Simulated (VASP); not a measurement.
Input of a VASP 6.6.1 run:

File INCAR:

```
SYSTEM = CuO2
PREC     = Accurate       ! precision mode
ENCUT    = 520            ! plane-wave cutoff, eV
EDIFF    = 1E-6           ! SCF threshold, eV
ISMEAR   = -1             ! smearing method
SIGMA    = 0.06122561905347299 ! smearing width, eV
LREAL    = .False.        ! projectors in reciprocal space
LASPH    = .True.         ! aspherical terms in the spheres
NELM     = 100            ! most SCF steps
ALGO     = Normal         ! electronic algorithm
ISIF     = 2              ! what is computed and relaxed
LWAVE    = .False.        ! write WAVECAR
LCHARG   = .False.        ! write CHGCAR
GGA      = PE             ! functional
NBANDS   = 18             ! bands
```

The input KPOINTS:

```
Automatic mesh
0
Gamma
  20 20 20
  0 0 0
```

POSCAR

```
CuO2
1.0
    0.0000000000      2.4328202944      2.4328202944
    2.4328202944      0.0000000000      2.4328202944
    2.4328202944      2.4328202944      0.0000000000
Cu O
1 2
Direct
    0.0000000000      0.0000000000      0.0000000000
    0.2500000000      0.2500000000      0.2500000000
    0.7500000000      0.7500000000      0.7500000000
```

Potentials or basis: VASP PAW PBE potentials, release 64 (Cu, O).

Run with:

```bash
$ cat potpaw_PBE.64/Cu/POTCAR potpaw_PBE.64/O/POTCAR > POTCAR
$ mpirun -np 1 vasp_std > vasp.out
```

(1) Predict the pressure.

(2) What does it give for the band gap on the k mesh?

Results:

(1) -3.3 GPa.

(2) zero (an odd number of electrons rules out a gap without spin polarisation).

Caveat: the cell stands under tension; an odd number of electrons without spin polarisation forces a metal; a magnetic or distorted state may lie lower; semilocal functionals often make such compounds metallic where correlation or magnetic order opens a gap, which also shifts bond lengths.
